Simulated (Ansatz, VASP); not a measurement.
## SnO: VASP beside Ansatz

```xyz
4
Lattice="3.7986 0.0000 0.0000 0.0000 3.7986 0.0000 0.0000 0.0000 4.8408" Properties=species:S:1:pos:R:3 pbc="T T T"
Sn    1.8993    0.0000    1.1468
Sn    0.0000    1.8993    3.6940
O     0.0000    0.0000    0.0000
O     1.8993    1.8993    0.0000
```

Alike in both runs: task single point; functional LDA; k mesh 4 × 4 × 2; no spin polarisation.

```csv
,VASP,Ansatz
version,VASP 6.6.1,Ansatz 0.2.0
potentials or method,"VASP PAW LDA potentials, release 64 (Sn_d, O)","plane waves, PAW"
plane-wave cutoff (eV),520,420
occupations,"gaussian, width 0.01 eV",fixed
valence electrons in the cell,40,40
```

|  | VASP | Ansatz | Ansatz less VASP |
| --- | --- | --- | --- |
| pressure (GPa) | -1.8 | -2.1 | -0.33 |

LDA's correlation is that of Perdew and Zunger in VASP and of Perdew and Wang (1992) in Ansatz.

The k mesh is coarse, so the values compare programs but aren't converged.
